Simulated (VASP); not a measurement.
# Mg (Im-3m) in VASP: a series of runs

Runs on Mg. Level: PBEsol. Tasks: single point.

All numbers are computed with VASP 6.6.1; they aren't measurements. Logs are shortened: lines on timing, memory, paths and dates and some standing lists are left out, and cuts for length are marked.

## (1) The cell of the first run

It takes space group Im-3m (No. 229, cubic). The conventional cell has a = 2.893 Å, b = 2.893 Å, c = 2.893 Å, α = 90.00°, β = 90.00°, γ = 90.00°. Mg (site symmetry m-3m) has 14 Mg at 2.51 to 2.89 Å within 3.3 Å.

## (2) Single point, PBEsol (volume scaled by 0.94)

Input file INCAR:

```
ALGO = Normal
EDIFF = 1E-7
ENCUT = 520
GGA = PS
ISIF = 2
ISMEAR = -1
LASPH = True
LCHARG = False
LREAL = False
LWAVE = False
NBANDS = 7
NELM = 80
PREC = Accurate
SIGMA = 0.05
```

Input file KPOINTS:

```
k-points
0
Gamma
  16 16 16
```

Input file POSCAR:

```
Mg
1.0
   -1.4463588895      1.4463588895      1.4463588895
    1.4463588895     -1.4463588895      1.4463588895
    1.4463588895      1.4463588895     -1.4463588895
Mg
1
Direct
    0.0000000000      0.0000000000      0.0000000000
```

Potentials or basis: VASP PAW PBE potentials, release 64 (Mg).

The run is started by

```bash
$ cat potpaw_PBE.64/Mg/POTCAR > POTCAR
$ mpirun -np 1 vasp_std > vasp.out
```

OUTCAR:

```text
EDIFF = 1E-7
   ENCUT = 520
   GGA = PS
   ISIF = 2
   ISMEAR = -1
   LASPH = True
   LREAL = False
   NELM = 80
   PREC = Accurate

 ion  position               nearest neighbor table
   1  0.000  0.000  0.000-

  LATTYP: Found a body centered cubic cell.
 ALAT       =     2.8927177790

  Lattice vectors:

 A1 = (  -1.4463588895,   1.4463588895,   1.4463588895)
 A2 = (   1.4463588895,  -1.4463588895,   1.4463588895)
 A3 = (   1.4463588895,   1.4463588895,  -1.4463588895)

Analysis of symmetry for initial positions (statically):
=====================================================================
 Subroutine PRICEL returns:
 Original cell was already a primitive cell.

 Routine SETGRP: Setting up the symmetry group for a
 body centered cubic supercell.

 Subroutine GETGRP returns: Found 48 space group operations
 (whereof 48 operations were pure point group operations)
 out of a pool of 48 trial point group operations.

The static configuration has the point symmetry O_h .

Analysis of symmetry for dynamics (positions and initial velocities):
=====================================================================
 Subroutine PRICEL returns:
 Original cell was already a primitive cell.

 Routine SETGRP: Setting up the symmetry group for a
 body centered cubic supercell.

 Subroutine GETGRP returns: Found 48 space group operations
 (whereof 48 operations were pure point group operations)
 out of a pool of 48 trial point group operations.

The dynamic configuration has the point symmetry O_h .

 Subroutine INISYM returns: Found 48 space group operations
 (whereof 48 operations are pure point group operations),
 and found     1 'primitive' translations

----------------------------------------------------------------------------------------

                                     Primitive cell

  volume of cell :      12.1029

  direct lattice vectors                    reciprocal lattice vectors
    -1.446358889  1.446358889  1.446358889     0.000000000  0.345695666  0.345695666
     1.446358889 -1.446358889  1.446358889     0.345695666  0.000000000  0.345695666
     1.446358889  1.446358889 -1.446358889     0.345695666  0.345695666  0.000000000

  length of vectors
     2.505167083  2.505167083  2.505167083     0.488887500  0.488887500  0.488887500

  position of ions in fractional coordinates (direct lattice)
     0.000000000  0.000000000  0.000000000

  ion indices of the primitive-cell ions
   primitive index   ion index
                 1           1

----------------------------------------------------------------------------------------

 KPOINTS: k-points

Automatic generation of k-mesh.
 Grid dimensions read from file:
 generate k-points for:   16   16   16

 Generating k-lattice:

  Cartesian coordinates                     Fractional coordinates (reciprocal lattice)
     0.000000000  0.021605979  0.021605979     0.062500000  0.000000000  0.000000000
     0.021605979  0.000000000  0.021605979     0.000000000  0.062500000  0.000000000
     0.021605979  0.021605979  0.000000000     0.000000000  0.000000000  0.062500000

  Length of vectors
     0.030555469  0.030555469  0.030555469

  Shift w.r.t. Gamma in fractional coordinates (k-lattice)
     0.000000000  0.000000000  0.000000000

 Subroutine IBZKPT returns following result:
 ===========================================

 Found    145 irreducible k-points:

 Following reciprocal coordinates:
            Coordinates               Weight
  0.000000  0.000000  0.000000      1.000000
  0.062500  0.000000  0.000000     12.000000
  0.125000  0.000000  0.000000     12.000000
  0.187500  0.000000  0.000000     12.000000
  0.250000  0.000000  0.000000     12.000000
  0.312500  0.000000  0.000000     12.000000
[... 16 lines left out ...]
  0.187500  0.187500  0.000000     24.000000
  0.250000  0.187500  0.000000     48.000000
 [... further k-points ...]
   k-points           NKPTS =    145   k-points in BZ     NKDIM =    145   number of bands    NBANDS=      7
   number of dos      NEDOS =    301   number of ions     NIONS =      1
   total plane-waves  NPLWV =   8000
   dimension x,y,z NGX =    20 NGY =   20 NGZ =   20
   dimension x,y,z NGXF=    40 NGYF=   40 NGZF=   40
   ions per type =               1
   NGX,Y,Z   is equivalent  to a cutoff of  13.27, 13.27, 13.27 a.u.
   NGXF,Y,Z  is equivalent  to a cutoff of  26.54, 26.54, 26.54 a.u.
 SYSTEM =  unknown system
   PREC   = accura    normal or accurate (medium, high low for compatibility)
   ISTART =      0    job   : 0-new  1-cont  2-samecut
   ICHARG =      2    charge: 1-file 2-atom 10-const
   ISPIN  =      1    spin polarized calculation?
   LNONCOLLINEAR =      F non collinear calculations
   LSORBIT =      F    spin-orbit coupling
   LASPH  =      T    aspherical Exc in radial PAW
   ENCUT  =  520.0 eV  38.22 Ry    6.18 a.u.   4.66  4.66  4.66*2*pi/ulx,y,z
   NELM   =     80;   NELMIN=  2; NELMDL= -5     # of ELM steps
   EDIFF  = 0.1E-06   stopping-criterion for ELM
   LREAL  =      F    real-space projection
   EDIFFG = 0.1E-05   stopping-criterion for IOM
   NSW    =      0    number of steps for IOM
   IBRION =     -1    ionic relax: 0-MD 1-quasi-New 2-CG
   NFREE  =      0    steps in history (QN), initial steepest desc. (CG)
   ISIF   =      2    stress and relaxation
   ISYM   =      2    0-nonsym 1-usesym 2-fastsym
   POTIM  = 0.5000    time-step for ionic-motion
   TEBEG  =    0.0;   TEEND  =   0.0 temperature during run
   PSTRESS=    0.0 pullay stress
   NELECT =       2.0000    total number of electrons
   NUPDOWN=      -1.0000    fix difference up-down
   EMIN   =  10.00;   EMAX   =-10.00  energy-range for DOS
   EFERMI =   0.00;   METHOD = LEGACY
   ISMEAR =    -1;   SIGMA  =   0.05  broadening in eV -4-tet -1-fermi 0-gaus
   EFERMI_NEDOS =   21; number of points for ismear=-14 and -15
   IALGO  =     38    algorithm
   IMIX   =      4    mixing-type and parameters
     AMIX     =   0.40;   BMIX     =  1.00
     AMIX_MAG =   1.60;   BMIX_MAG =  1.00
  volume/ion in A,a.u.               =      12.10        81.67
  Fermi-wavevector in a.u.,A,eV,Ry     =   0.898370  1.697674 10.980845  0.807069
  Thomas-Fermi vector in A             =   2.021071
   LORBIT       =      0    0 simple, 1 ext, 2 COOP (PROOUT), +10 PAW based schemes
   GGA     = PS    functional components
   LHFCALC =     F    Hartree Fock is set to
   AEXX    =    0.0000 exact exchange contribution
   IVDW    =     0    specifies the selected vdW correction
   LEPSILON=     F    determine dielectric tensor
   LRPA    =     F    only Hartree local field effects (RPA)
 non-spin polarized calculation
  energy-cutoff  :      520.00
  volume of cell :       12.10
 maximum number of plane-waves:       337
   NGX =  9   NGY =  9   NGZ =  9

 number of electron       2.0000000 magnetization

 Free energy of the ion-electron system (eV)
  ---------------------------------------------------
  ext. energy  EPLUGINS =         0.00000000
  ---------------------------------------------------
  free energy    TOTEN  =        -0.20481128 eV

  energy without entropy =       -0.20262738  energy(sigma->0) =       -0.20371933

 E-fermi :   7.0235     XC(G=0): -10.8245

 val. band max:        6.9890522150   @ k =   0.3750   0.1250   0.1250
 cond. band min:       7.0768905898   @ k =   0.3750   0.1875   0.0625
 fundamental gap:      0.0878383748
 Fermi energy:         7.0235063934

 k-point     1 :       0.0000    0.0000    0.0000
  band No.  band energies     occupation
      1      -3.1432      2.00000
      2      24.9839      0.00000
      3      24.9839      0.00000
      4      24.9839      0.00000
      5      27.8559      0.00000
      6      27.8559      0.00000
      7      29.7077      0.00000

 k-point     2 :       0.0625    0.0000    0.0000
  band No.  band energies     occupation
      1      -3.0009      2.00000
      2      23.6807      0.00000
      3      24.2223      0.00000
      4      24.8522      0.00000
      5      26.7634      0.00000
      6      26.9868      0.00000
      7      30.6717      0.00000

 k-point     3 :       0.1250    0.0000    0.0000
  band No.  band energies     occupation
      1      -2.5764      2.00000
      2      20.7903      0.00000
      3      22.8197      0.00000
      4      24.5194      0.00000
      5      25.7487      0.00000
      6      26.5558      0.00000
      7      31.9505      0.00000

 k-point     4 :       0.1875    0.0000    0.0000
  band No.  band energies     occupation
      1      -1.8771      2.00000
      2      17.7831      0.00000
      3      21.4481      0.00000
      4      24.1055      0.00000
      5      24.6585      0.00000
      6      26.5357      0.00000
      7      32.5690      0.00000

 k-point     5 :       0.2500    0.0000    0.0000
  band No.  band energies     occupation
      1      -0.9144      2.00000
      2      14.9270      0.00000
      3      20.2720      0.00000
      4      23.7042      0.00000
      5      23.7709      0.00000
      6      26.3781      0.00000
      7      32.8560      0.00000
[... 161 lines left out ...]
 k-point    22 :       0.4375    0.1250    0.0000
  band No.  band energies     occupation
      1       4.9746      2.00000
      2       6.4568      1.99998
      3      15.3933      0.00000
      4      21.4973      0.00000
      5      23.9993      0.00000
      6      28.7409      0.00000
      7      32.2904      0.00000

 k-point    23 :       0.1875    0.1875    0.0000
  band No.  band energies     occupation
      1       0.5599      2.00000
      2      13.3624      0.00000
      3      15.5562      0.00000
      4      22.1783      0.00000
      5      25.3113      0.00000
      6      28.7705      0.00000
      7      32.5817      0.00000

 k-point    24 :       0.2500    0.1875    0.0000
  band No.  band energies     occupation
      1       1.8594      2.00000
      2      11.3738      0.00000
      3      14.3750      0.00000
      4      21.5853      0.00000
      5      25.3956      0.00000
      6      29.2170      0.00000
      7      32.3987      0.00000

 [... further k-points ...]

------------------------ aborting loop because EDIFF is reached ----------------------------------------

  FORCE on cell =-STRESS in cart. coord.  units (eV):
  Direction    XX          YY          ZZ          XY          YZ          ZX
  --------------------------------------------------------------------------------------
  -------------------------------------------------------------------------------------
  Total        5.8141005      5.8141005      5.8141005      0.0000000      0.0000000     -0.0000000
  in kB      769.6706369    769.6706369    769.6706369      0.0000000      0.0000000     -0.0000000
  external PRESSURE =     769.6706369 kB  Pullay stress =       0.0000000 kB

 VOLUME and BASIS-vectors are now :
 -----------------------------------------------------------------------------
  energy-cutoff  :      520.00
  volume of cell :       12.10
      direct lattice vectors                 reciprocal lattice vectors
    -1.446358889  1.446358889  1.446358889     0.000000000  0.345695666  0.345695666
     1.446358889 -1.446358889  1.446358889     0.345695666  0.000000000  0.345695666
     1.446358889  1.446358889 -1.446358889     0.345695666  0.345695666  0.000000000

 POSITION                                       TOTAL-FORCE (eV/Angst)
 -----------------------------------------------------------------------------------
      0.00000      0.00000      0.00000         0.000000     -0.000000     -0.000000
 -----------------------------------------------------------------------------------
    total drift:                                0.000000      0.000000     -0.000000

  FREE ENERGIE OF THE ION-ELECTRON SYSTEM (eV)
  ---------------------------------------------------
  free  energy   TOTEN  =        -0.2048112760 eV

  energy  without entropy=       -0.2026273811  energy(sigma->0) =       -0.20371933
```

It took 7.9 s on 1 thread of Intel Xeon 6975P-C, shared host; peak memory 0.13 GiB.

What came out:

```
Free energy            : -0.2048 eV
Pressure               : 77.0 GPa
Band gap on the k mesh : zero (band 1 reaches 10.89 eV, above the bottom of band 2 at 6.10 eV)
```

Levels at points of the mesh, in eV from the Fermi level:
| k point | band 1 | band 2 | band 3 | band 4 | band 5 | band 6 |
| --- | --- | --- | --- | --- | --- | --- |
| (0.00, 0.00, 0.00) | -10.17 | 17.96 | 17.96 | 17.96 | 20.83 | 20.83 |
| (0.50, 0.00, 0.00) | -2.38 | -0.93 | 11.10 | 15.22 | 15.89 | 18.27 |
| (0.50, 0.50, 0.50) | 3.86 | 3.86 | 6.52 | 6.52 | 6.52 | 16.84 |

Caveat: the PAW data sets were made with another functional, which shifts forces and pressure a little.

(Continued in part 2 of 2.)
